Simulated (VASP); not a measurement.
# MoS2 (P6_3/mmc) in VASP: a series of runs

MoS2 is run at these levels: PBE; tasks: single point.

Program: VASP 6.6.1. These are calculated values, not measurements. Logs are shortened: lines on timing, memory, paths and dates and some standing lists are left out, and cuts for length are marked.

## 1. The cell of the first run

It takes space group P6_3/mmc (No. 194, hexagonal). Conventional cell: a = 3.134 Å, b = 3.134 Å, c = 14.990 Å, α = 90.00°, β = 90.00°, γ = 120.00°. Mo (site symmetry -6m2) has 6 S at 2.42 Å and 6 Mo at 3.13 Å within 3.2 Å. Within 3.2 Å of S (site symmetry 3m) lie 3 Mo at 2.42 Å and 6 S at 3.13 Å.

## 2. Single point, PBE

The input, INCAR:

```
SYSTEM = MoS2
ALGO = Normal ; EDIFF = 1E-6
ENCUT = 520 ; GGA = PE
ISIF = 2 ; ISMEAR = 0
LASPH = .TRUE. ; LCHARG = .FALSE.
LREAL = .FALSE. ; LWAVE = .FALSE.
NBANDS = 35 ; NELM = 100
PREC = Accurate ; SIGMA = 0.05
```

The input, KPOINTS:

```
k-points
0
G
  12 12 2
  0 0 0
```

The input, POSCAR:

```
MoS2
1.0
    3.1341929125      0.0000000000      0.0000000000
   -1.5670964562      2.7142906826      0.0000000000
    0.0000000000      0.0000000000     14.9901896666
Mo S
2 4
Direct
    0.3333333333      0.6666666667      0.2500000000
    0.6666666667      0.3333333333      0.7500000000
    0.3333333333      0.6666666667      0.6423151295
    0.6666666667      0.3333333333      0.1423151295
    0.3333333333      0.6666666667      0.8576848705
    0.6666666667      0.3333333333      0.3576848705
```

Potentials or basis: VASP PAW PBE potentials, release 64 (Mo_sv, S).

On the command line:

```bash
$ cat potpaw_PBE.64/Mo_sv/POTCAR potpaw_PBE.64/S/POTCAR > POTCAR
$ mpirun -np 1 vasp_std > vasp.out
```

OUTCAR:

```text
SYSTEM = MoS2
   EDIFF = 1E-6
   ENCUT = 520
   GGA = PE
   ISIF = 2
   ISMEAR = 0
   LASPH = .TRUE.
   LREAL = .FALSE.
   NELM = 100
   PREC = Accurate

 ion  position               nearest neighbor table
   1  0.333  0.667  0.250-   4 2.42   6 2.42   4 2.42   6 2.42   4 2.42   6 2.42
   2  0.667  0.333  0.750-   3 2.42   5 2.42   3 2.42   5 2.42   3 2.42   5 2.42
   3  0.333  0.667  0.642-   2 2.42   2 2.42   2 2.42
   4  0.667  0.333  0.142-   1 2.42   1 2.42   1 2.42
   5  0.333  0.667  0.858-   2 2.42   2 2.42   2 2.42
   6  0.667  0.333  0.358-   1 2.42   1 2.42   1 2.42

  LATTYP: Found a hexagonal cell.
 ALAT       =     3.1341929125
 C/A-ratio  =     4.7827910040

  Lattice vectors:

 A1 = (   3.1341929125,   0.0000000000,   0.0000000000)
 A2 = (  -1.5670964562,   2.7142906826,   0.0000000000)
 A3 = (   0.0000000000,   0.0000000000,  14.9901896666)

Analysis of symmetry for initial positions (statically):
=====================================================================
 Subroutine PRICEL returns:
 Original cell was already a primitive cell.

 Routine SETGRP: Setting up the symmetry group for a
 hexagonal supercell.

 Subroutine GETGRP returns: Found 24 space group operations
 (whereof 12 operations were pure point group operations)
 out of a pool of 24 trial point group operations.

The static configuration has the point symmetry D_3d.
 The point group associated with its full space group is D_6h.

Analysis of symmetry for dynamics (positions and initial velocities):
=====================================================================
 Subroutine PRICEL returns:
 Original cell was already a primitive cell.

 Routine SETGRP: Setting up the symmetry group for a
 hexagonal supercell.

 Subroutine GETGRP returns: Found 24 space group operations
 (whereof 12 operations were pure point group operations)
 out of a pool of 24 trial point group operations.

The dynamic configuration has the point symmetry D_3d.
 The point group associated with its full space group is D_6h.

 Subroutine INISYM returns: Found 24 space group operations
 (whereof 12 operations are pure point group operations),
 and found     1 'primitive' translations

----------------------------------------------------------------------------------------

                                     Primitive cell

  volume of cell :     127.5232

  direct lattice vectors                    reciprocal lattice vectors
     3.134192913  0.000000000  0.000000000     0.319061407  0.184210189  0.000000000
    -1.567096456  2.714290683  0.000000000     0.000000000  0.368420378  0.000000000
     0.000000000  0.000000000 14.990189667     0.000000000  0.000000000  0.066710297

  length of vectors
     3.134192913  3.134192912 14.990189667     0.368420378  0.368420378  0.066710297

  position of ions in fractional coordinates (direct lattice)
     0.333333333  0.666666667  0.250000000
     0.666666667  0.333333333  0.750000000
     0.333333333  0.666666667  0.642315129
     0.666666667  0.333333333  0.142315129
     0.333333333  0.666666667  0.857684871
     0.666666667  0.333333333  0.357684871

  ion indices of the primitive-cell ions
   primitive index   ion index
                 1           1
                 2           2
                 3           3
                 4           4
                 5           5
                 6           6

----------------------------------------------------------------------------------------

 KPOINTS: k-points

Automatic generation of k-mesh.
 Grid dimensions read from file:
 generate k-points for:   12   12    2

 Generating k-lattice:

  Cartesian coordinates                     Fractional coordinates (reciprocal lattice)
     0.026588451  0.015350849  0.000000000     0.083333333  0.000000000  0.000000000
     0.000000000  0.030701698  0.000000000     0.000000000  0.083333333  0.000000000
     0.000000000  0.000000000  0.033355148     0.000000000  0.000000000  0.500000000

  Length of vectors
     0.030701698  0.030701698  0.033355148

  Shift w.r.t. Gamma in fractional coordinates (k-lattice)
     0.000000000  0.000000000  0.000000000

 Subroutine IBZKPT returns following result:
 ===========================================

 Found     38 irreducible k-points:

 Following reciprocal coordinates:
            Coordinates               Weight
  0.000000  0.000000  0.000000      1.000000
  0.083333 -0.000000  0.000000      6.000000
  0.166667 -0.000000  0.000000      6.000000
  0.250000 -0.000000  0.000000      6.000000
  0.333333  0.000000  0.000000      6.000000
  0.416667 -0.000000  0.000000      6.000000
[... 16 lines left out ...]
  0.250000 -0.000000  0.500000      6.000000
  0.333333  0.000000  0.500000      6.000000
 [... further k-points ...]
   k-points           NKPTS =     38   k-points in BZ     NKDIM =     38   number of bands    NBANDS=     35
   number of dos      NEDOS =    301   number of ions     NIONS =      6
   total plane-waves  NPLWV =  64512
   dimension x,y,z NGX =    24 NGY =   24 NGZ =  112
   dimension x,y,z NGXF=    48 NGYF=   48 NGZF=  224
   ions per type =               2   4
   NGX,Y,Z   is equivalent  to a cutoff of  12.73, 12.73, 12.42 a.u.
   NGXF,Y,Z  is equivalent  to a cutoff of  25.46, 25.46, 24.84 a.u.
 SYSTEM =  MoS2
   PREC   = accura    normal or accurate (medium, high low for compatibility)
   ISTART =      0    job   : 0-new  1-cont  2-samecut
   ICHARG =      2    charge: 1-file 2-atom 10-const
   ISPIN  =      1    spin polarized calculation?
   LNONCOLLINEAR =      F non collinear calculations
   LSORBIT =      F    spin-orbit coupling
   LASPH  =      T    aspherical Exc in radial PAW
   ENCUT  =  520.0 eV  38.22 Ry    6.18 a.u.   5.83  5.83 27.87*2*pi/ulx,y,z
   NELM   =    100;   NELMIN=  2; NELMDL= -5     # of ELM steps
   EDIFF  = 0.1E-05   stopping-criterion for ELM
   LREAL  =      F    real-space projection
   EDIFFG = 0.1E-04   stopping-criterion for IOM
   NSW    =      0    number of steps for IOM
   IBRION =     -1    ionic relax: 0-MD 1-quasi-New 2-CG
   NFREE  =      0    steps in history (QN), initial steepest desc. (CG)
   ISIF   =      2    stress and relaxation
   ISYM   =      2    0-nonsym 1-usesym 2-fastsym
   POTIM  = 0.5000    time-step for ionic-motion
   TEBEG  =    0.0;   TEEND  =   0.0 temperature during run
   PSTRESS=    0.0 pullay stress
   NELECT =      52.0000    total number of electrons
   NUPDOWN=      -1.0000    fix difference up-down
   EMIN   =  10.00;   EMAX   =-10.00  energy-range for DOS
   EFERMI =   0.00;   METHOD = LEGACY
   ISMEAR =     0;   SIGMA  =   0.05  broadening in eV -4-tet -1-fermi 0-gaus
   EFERMI_NEDOS =   21; number of points for ismear=-14 and -15
   IALGO  =     38    algorithm
   IMIX   =      4    mixing-type and parameters
     AMIX     =   0.40;   BMIX     =  1.00
     AMIX_MAG =   1.60;   BMIX_MAG =  1.00
  volume/ion in A,a.u.               =      21.25       143.43
  Fermi-wavevector in a.u.,A,eV,Ry     =   1.213984  2.294097 20.051675  1.473757
  Thomas-Fermi vector in A             =   2.349418
   LORBIT       =      0    0 simple, 1 ext, 2 COOP (PROOUT), +10 PAW based schemes
   GGA     = PE    functional components
   LHFCALC =     F    Hartree Fock is set to
   AEXX    =    0.0000 exact exchange contribution
   IVDW    =     0    specifies the selected vdW correction
   LEPSILON=     F    determine dielectric tensor
   LRPA    =     F    only Hartree local field effects (RPA)
 non-spin polarized calculation
 Gauss-broadening in eV      SIGMA  =   0.05
  energy-cutoff  :      520.00
  volume of cell :      127.52
 maximum number of plane-waves:      3464
 NGX is ok and might be reduce to    24

 number of electron      52.0000004 magnetization

 Free energy of the ion-electron system (eV)
  ---------------------------------------------------
  ext. energy  EPLUGINS =         0.00000000
  ---------------------------------------------------
  free energy    TOTEN  =       -43.62368684 eV

  energy without entropy =      -43.62368684  energy(sigma->0) =      -43.62368684

 E-fermi :   5.1483     XC(G=0):  -9.5608

 val. band max:        4.8555681672   @ k =   0.3333   0.3333   0.0000
 cond. band min:       6.4264513389   @ k =   0.1667   0.1667   0.0000
 fundamental gap:      1.5708831718
 Fermi energy:         5.1482875515

 k-point     1 :       0.0000    0.0000    0.0000
  band No.  band energies     occupation
      1     -56.0372      2.00000
      2     -56.0372      2.00000
      3     -30.1967      2.00000
      4     -30.1967      2.00000
      5     -29.9275      2.00000
      6     -29.9275      2.00000
[... 27 lines left out ...]
     34       7.7945      0.00000
     35      10.7787      0.00000

 k-point     2 :       0.0833   -0.0000    0.0000
  band No.  band energies     occupation
      1     -56.0343      2.00000
      2     -56.0342      2.00000
      3     -30.1910      2.00000
      4     -30.1910      2.00000
      5     -29.9564      2.00000
      6     -29.9564      2.00000
[... 27 lines left out ...]
     34       7.8429      0.00000
     35      11.1096      0.00000

 k-point     3 :       0.1667   -0.0000    0.0000
  band No.  band energies     occupation
      1     -56.0260      2.00000
      2     -56.0260      2.00000
      3     -30.1757      2.00000
      4     -30.1757      2.00000
      5     -30.0350      2.00000
      6     -30.0350      2.00000
[... 27 lines left out ...]
     34       8.2296      0.00000
     35      11.5785      0.00000

 k-point     4 :       0.2500   -0.0000    0.0000
  band No.  band energies     occupation
      1     -56.0148      2.00000
      2     -56.0148      2.00000
      3     -30.1547      2.00000
      4     -30.1547      2.00000
      5     -30.1407      2.00000
      6     -30.1407      2.00000
[... 27 lines left out ...]
     34       8.6108      0.00000
     35      11.8857      0.00000

 k-point     5 :       0.3333    0.0000    0.0000
  band No.  band energies     occupation
      1     -56.0036      2.00000
      2     -56.0036      2.00000
      3     -30.2449      2.00000
      4     -30.2449      2.00000
      5     -30.1336      2.00000
      6     -30.1336      2.00000
[... 638 lines left out ...]
 k-point    22 :       0.1667   -0.0000    0.5000
  band No.  band energies     occupation
      1     -56.0260      2.00000
      2     -56.0260      2.00000
      3     -30.1757      2.00000
      4     -30.1757      2.00000
      5     -30.0350      2.00000
      6     -30.0350      2.00000
[... 27 lines left out ...]
     34       8.2236      0.00000
     35      11.8160      0.00000

 k-point    23 :       0.2500   -0.0000    0.5000
  band No.  band energies     occupation
      1     -56.0148      2.00000
      2     -56.0148      2.00000
      3     -30.1547      2.00000
      4     -30.1547      2.00000
      5     -30.1407      2.00000
      6     -30.1407      2.00000
[... 27 lines left out ...]
     34       8.6003      0.00000
     35      12.1035      0.00000

 k-point    24 :       0.3333    0.0000    0.5000
  band No.  band energies     occupation
      1     -56.0036      2.00000
      2     -56.0036      2.00000
      3     -30.2449      2.00000
      4     -30.2449      2.00000
      5     -30.1336      2.00000
      6     -30.1336      2.00000
[... 27 lines left out ...]
     34       8.8573      0.00000
     35      12.2120      0.00000

 [... further k-points ...]
[... 5 lines left out ...]
  --------------------------------------------------------------------------------------
  -------------------------------------------------------------------------------------
  Total        1.5705279      1.5705279     -4.0769226      0.0000000      0.0000000      0.0000000
  in kB       19.7318150     19.7318150    -51.2216830      0.0000000      0.0000000      0.0000000
  external PRESSURE =      -3.9193510 kB  Pullay stress =       0.0000000 kB

 VOLUME and BASIS-vectors are now :
 -----------------------------------------------------------------------------
  energy-cutoff  :      520.00
  volume of cell :      127.52
      direct lattice vectors                 reciprocal lattice vectors
     3.134192913  0.000000000  0.000000000     0.319061407  0.184210189  0.000000000
    -1.567096456  2.714290683  0.000000000     0.000000000  0.368420378  0.000000000
     0.000000000  0.000000000 14.990189667     0.000000000  0.000000000  0.066710297

 POSITION                                       TOTAL-FORCE (eV/Angst)
 -----------------------------------------------------------------------------------
     -0.00000      1.80953      3.74755        -0.000000      0.000000      0.000000
      1.56710      0.90476     11.24264         0.000000      0.000000      0.000000
     -0.00000      1.80953      9.62843        -0.000000      0.000000      0.626102
      1.56710      0.90476      2.13333         0.000000     -0.000000      0.626102
     -0.00000      1.80953     12.85686        -0.000000     -0.000000     -0.626102
      1.56710      0.90476      5.36176         0.000000      0.000000     -0.626102
 -----------------------------------------------------------------------------------
    total drift:                               -0.000000      0.000000     -0.000000

  FREE ENERGIE OF THE ION-ELECTRON SYSTEM (eV)
  ---------------------------------------------------
  free  energy   TOTEN  =       -43.6236868425 eV

  energy  without entropy=      -43.6236868425  energy(sigma->0) =      -43.62368684
```

It took 94 s on 1 thread of Intel Xeon 6975P-C (Granite Rapids), shared host; peak memory 0.3 GiB.

What came out:

* Free energy: -43.6237 eV
* Pressure: -0.4 GPa
* Largest force: 0.626 eV/Å
* Band gap on the k mesh: 1.57 eV, indirect (least direct gap 1.90 eV)

Forces in eV/Å, atoms in the order of the input:
```
Mo   0.000  0.000  0.000
Mo   0.000  0.000  0.000
S    0.000  0.000  0.626
S    0.000  0.000  0.626
S    0.000  0.000 -0.626
S    0.000  0.000 -0.626
```

Stress tensor (GPa, compression positive):
```
 1.97  0.00  0.00
 0.00  1.97  0.00
 0.00  0.00 -5.12
```

Caveat: this functional lacks dispersion, which binds the layers, so the pressure and a relaxed spacing across them are unreliable. A k mesh can miss the band edges.

## 3. Single point, PBE

This run uses another cell than the first one, of the same volume but with other edges.

The input, INCAR:

```
  PREC = Accurate
  ENCUT = 520
  EDIFF = 1E-6
  ISMEAR = 0
  SIGMA = 0.05
  LREAL = False
  LASPH = True
  NELM = 60
  ALGO = Normal
  ISIF = 2
  LWAVE = False
  LCHARG = False
  GGA = PE
  NBANDS = 35
```

The input, KPOINTS:

```
Automatic mesh
0
Gamma
  12 12 2
```

POSCAR: that of step 2 with these lines changed.

```diff
@@ -2,5 +2,5 @@
 1.0
-    3.1341929125      0.0000000000      0.0000000000
-   -1.5670964562      2.7142906826      0.0000000000
-    0.0000000000      0.0000000000     14.9901896666
+    2.9188226415      0.0000000000      0.0000000000
+   -1.4594113207      2.5277745566      0.0000000000
+    0.0000000000      0.0000000000     17.2839564508
 Mo S
```

Potentials or basis: VASP PAW PBE potentials, release 64 (Mo_sv, S).

On the command line:

```bash
$ cat potpaw_PBE.64/Mo_sv/POTCAR potpaw_PBE.64/S/POTCAR > POTCAR
$ mpirun -np 1 vasp_std > vasp.out
```

Run time: 88 s. Hardware: 1 thread of Intel Xeon 6975P-C (Granite Rapids), shared host; peak memory 0.32 GiB.

The run converged. Its results:

```
Free energy            : -40.9351 eV
Pressure               : 0.0 GPa
Largest force          : 2.897 eV/Å
Band gap on the k mesh : 0.38 eV, indirect (least direct gap 0.92 eV)
```

Forces on the atoms (eV/Å):
```
Mo   0.000  0.000  0.000
Mo   0.000  0.000  0.000
S    0.000  0.000  2.897
S    0.000  0.000  2.897
S    0.000  0.000 -2.897
S    0.000  0.000 -2.897
```

Stress tensor (GPa, compression positive):
```
 13.65   0.00   0.00
  0.00  13.65   0.00
  0.00   0.00 -27.20
```

Levels at points of the mesh, in eV from the valence-band top:
```
           k point  band 23  band 24  band 25  band 26  band 27  band 28  band 29  band 30
(0.00, 0.00, 0.00)     0.00     0.00     0.00     0.00     2.88     2.88     2.88     2.88
(0.50, 0.00, 0.00)    -1.32    -1.30    -0.03    -0.03     2.27     2.32     2.87     3.00
(0.00, 0.00, 0.50)     0.00     0.00     0.00     0.00     2.88     2.88     2.88     2.88
(0.50, 0.00, 0.50)    -1.31    -1.31    -0.03    -0.03     2.30     2.30     2.93     2.93
```

Caveat: this functional lacks dispersion, which binds the layers, so the pressure and a relaxed spacing across them are unreliable; forces of over 1 eV/Å act on the atoms, so gaps and moduli don't describe the material at rest. A k mesh can miss the band edges.
